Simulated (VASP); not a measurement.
Input of a VASP 6.6.1 run:

INCAR

```
PREC = Accurate
ENCUT = 600
EDIFF = 1E-6
ISMEAR = -1
SIGMA = 0.1
LREAL = F
LASPH = T
NELM = 60
ALGO = Normal
ISIF = 3
LWAVE = F
LCHARG = F
GGA = PS
IBRION = 2
NSW = 80
EDIFFG = -0.01
```

KPOINTS

```
Automatic mesh
0
Gamma
  13 13 13
```

The input POSCAR:

```
V
1.0
    2.4625196618      0.0000000000      0.0000000000
    0.0000000000      2.4625196618      0.0000000000
    0.0000000000      0.0000000000      2.4625196618
V
1
Direct
    0.0000000000      0.0000000000      0.0000000000
```

Potentials or basis: VASP PAW PBE potentials, release 64 (V_sv).

Run with:

```console
$ cat potpaw_PBE.64/V_sv/POTCAR > POTCAR
$ mpirun -np 1 vasp_std > vasp.out
```

What does it give for the space group after relaxing (to 0.05 Å)?

Pm-3m (No. 221).

Predict the relaxed volume.

14.04 Å³/atom.

Final structure:
```
V
1.0
     2.41242    0.00000    0.00000
     0.00000    2.41242    0.00000
     0.00000    0.00000    2.41242
V
1
Cartesian
  0.0000 0.0000 0.0000
```

Caveat: the PAW data sets were made with another functional, which shifts forces and pressure a little.
